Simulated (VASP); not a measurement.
Set up this calculation in VASP 6.6.1, as the native input.

```yaml
Task: single point
Functional: PBE
Dispersion: D3(BJ)
Potentials_or_basis: VASP PAW PBE potentials, release 64 (Pb_d, Se)
Cutoff: 520 eV
k_mesh: 8 × 8 × 6
Occupations: gaussian, width 0.05 eV
Spin: no spin polarisation
Dipole_correction: no
Further_INCAR_settings: ALGO = Normal; EDIFF = 1e-07; NBANDS = 28
```

The structure of PbSe lies in POSCAR:

```
PbSe
1.0
    2.0902302923     -5.9499289295      0.0000000000
    2.0902302923      5.9499289295      0.0000000000
    0.0000000000      0.0000000000      4.3169787629
Pb Se
2 2
Direct
    0.6317607300      0.3682392700      0.7500000000
    0.3682392700      0.6317607300      0.2500000000
    0.8612899600      0.1387100400      0.7500000000
    0.1387100400      0.8612899600      0.2500000000
```

This cell differs from its parent crystal: strain -0.030 along x and y, -0.030 along z.

The input as run:

INCAR

```
SYSTEM = PbSe
  ALGO = Normal
  EDIFF = 1E-7
  ENCUT = 520
  GGA = PE
  ISIF = 2
  ISMEAR = 0
  IVDW = 12
  LASPH = .TRUE.
  LCHARG = .TRUE.
  LELF = .TRUE.
  LREAL = .FALSE.
  LVHAR = .TRUE.
  LWAVE = .FALSE.
  NBANDS = 28
  NELM = 100
  PREC = Accurate
  SIGMA = 0.05
```

KPOINTS

```
k-points
0
G
  8 8 6
  0 0 0
```

Potentials or basis: VASP PAW PBE potentials, release 64 (Pb_d, Se).

The run is started by

```sh
$ cat potpaw_PBE.64/Pb_d/POTCAR potpaw_PBE.64/Se/POTCAR > POTCAR
$ mpirun -np 1 vasp_std > vasp.out
```

Results of the run:

```
Pressure                   : 4.2 GPa
Largest force              : 0.640 eV/Å
Band gap on the k mesh     : 0.90 eV (least direct gap 1.06 eV)
Dispersion energy per atom : -0.395 eV
```

Caveat: the cell differs from its parent crystal (strain -0.030 along x and y, -0.030 along z); the cell stands under pressure; spin-orbit coupling is left out, which moves the levels of the heavy elements.

Wall time 3.8 min on 1 thread of Intel(R) Xeon(R) Platinum 8488C (Sapphire Rapids) (shared host), peak memory 0.4 GiB.
